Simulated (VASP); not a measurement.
Runs of VASP 6.6.1 on AlP. The structure is that of space group F-43m (No. 216), or close to it. The cells are those of the table. 

```tsv
cell	gap on the mesh (eV)	pressure (GPa)
a = 3.905 Å, angles 60.0°, 2 atoms	1.73	(c)
a = 3.854 Å, angles 60.0°, 2 atoms	1.67	(a)
a = 3.955 Å, angles 60.0°, 2 atoms	1.78	-4.9
a = 3.749 Å, angles 60.0°, 2 atoms	1.53	(b)
a = 3.802 Å, angles 60.0°, 2 atoms	1.61	5.2
```

Alike in all rows: task single point; level PBEsol; potentials or basis VASP PAW PBE potentials, release 64 (Al, P); no spin polarisation; k mesh 5 × 5 × 5; cutoff (eV) 500; smearing gaussian 0.01 eV.

Problem. Fill in the values left out.

Solution. (a) 1.1; (b) 10.2; (c) -2.2.

Caveats: the PAW data sets were made with another functional, which shifts forces and pressure a little.

A k mesh can miss the band edges.
